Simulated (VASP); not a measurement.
V: relaxation of cell and atoms with PBE

V:

```
CELL_PARAMETERS angstrom
-1.51435 1.51435 1.51435
1.51435 -1.51435 1.51435
1.51435 1.51435 -1.51435
ATOMIC_POSITIONS crystal
V 0.00000 0.00000 0.00000
```

```
Program                : VASP 6.6.1
Task                   : relaxation of cell and atoms
Functional             : PBE
Potentials or basis    : VASP PAW PBE potentials, release 64 (V_sv)
Cutoff                 : 600 eV
k mesh                 : 12 × 12 × 12
Occupations            : fermi-dirac, width 0.05 eV
Spin                   : collinear spin, ferromagnetic start
Starting moments       : [2.0] μB
Dipole correction      : no
Further INCAR settings : ALGO = Fast; EDIFF = 1e-06; IBRION = 2; EDIFFG = -0.01; NSW = 60; ISIF = 3
```

- Relaxed volume: 13.47 Å³/atom
- Relaxed cell: a = 2.596 Å, b = 2.596 Å, c = 2.596 Å, α = 109.47°, β = 109.47°, γ = 109.47°
- Space group after relaxing (to 0.1 Å): Im-3m (No. 229)
- Energy gained by relaxing: 7.0 meV/atom
- Ionic steps: 3
- Pressure after relaxing: 0.0 GPa
- Net moment: 0.00 μB per cell
- Valence electrons inside the program's atomic spheres: V 11.65

Step by step:
```csv
step,energy change (eV),largest force (eV/Å),pressure (GPa),volume (Å³)
1,0.0000,0.0000,-5.21,13.89
2,0.0026,0.0000,6.97,13.00
3,-0.0070,0.0000,-0.03,13.47
```

Final structure:
```cif
data_structure
_symmetry_space_group_name_H-M 'P 1'
_symmetry_Int_Tables_number 1
_cell_length_a 2.5961
_cell_length_b 2.5961
_cell_length_c 2.5961
_cell_angle_alpha 109.471
_cell_angle_beta 109.471
_cell_angle_gamma 109.471
_cell_volume 13.47
loop_
_atom_site_label
_atom_site_type_symbol
_atom_site_fract_x
_atom_site_fract_y
_atom_site_fract_z
_atom_site_occupancy
V1 V 0.00000 0.00000 0.00000 1
```

Levels at points of the mesh, in eV from the Fermi level:
Spin up:
```csv
k point,band 4,band 5,band 6,band 7,band 8,band 9
"(0.00, 0.00, 0.00)",-37.01,-6.58,0.42,0.42,0.42,2.43
"(0.50, 0.00, 0.00)",-37.02,-3.16,-1.12,1.65,2.43,2.79
"(0.50, 0.50, 0.50)",-37.62,-2.98,-2.98,3.73,3.73,3.73
```
Spin down:
```
           k point  band 2  band 3  band 4  band 5  band 6  band 7  band 8  band 9  band 10  band 11
(0.00, 0.00, 0.00)  -37.01  -37.01  -37.01   -6.58    0.42    0.42    0.42    2.43     2.43    20.49
(0.50, 0.00, 0.00)  -37.91  -37.29  -37.02   -3.16   -1.12    1.65    2.43    2.79     4.12    10.18
(0.50, 0.50, 0.50)  -37.62  -37.62  -37.62   -2.98   -2.98    3.73    3.73    3.73    10.21    10.21
```

Wall time 27 s on 1 thread of Intel(R) Xeon(R) 6975P-C (Granite Rapids) (shared host), peak memory 0.16 GiB.

Caveat: the moments typed at the start vanished in this run.
